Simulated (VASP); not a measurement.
## Tl: single point with PBE

Crystal: Tl.

```xyz
2
Lattice="3.4919 0.0000 0.0000 -1.7459 3.0240 0.0000 0.0000 0.0000 5.4873" Properties=species:S:1:pos:R:3 pbc="T T T"
Tl    0.0000    2.0160    1.3718
Tl    1.7459    1.0080    4.1155
```

```yaml
Program: VASP 6.6.1
Task: single point
Functional: PBE
Potentials_or_basis: VASP PAW PBE potentials, release 64 (Tl_d)
Cutoff: 520 eV
k_mesh: 17 × 17 × 9
Occupations: fermi-dirac, width 0.1 eV
Spin: no spin polarisation
Dipole_correction: no
Further_INCAR_settings: ALGO = Normal; EDIFF = 1e-07; NBANDS = 20
```

```yaml
Pressure: 2.7 GPa
Band_gap_on_the_k_mesh: zero (bands 13 and 14 overlap by 4.73 eV)
```

Stress tensor (GPa, compression positive):
```
2.47 0.00 0.00
0.00 2.47 0.00
0.00 0.00 3.07
```

Levels at points of the mesh, in eV from the Fermi level:
```tsv
k point	band 11	band 12	band 13	band 14	band 15	band 16
(0.00, 0.00, 0.00)	-9.97	-4.97	-2.74	7.67	7.67	9.77
```

It took 85 s on 1 thread of Intel(R) Xeon(R) Platinum 8488C (Sapphire Rapids), with other jobs on the host, peak memory 0.28 GiB.

Caveat: spin-orbit coupling is left out, which moves the levels of the heavy elements.
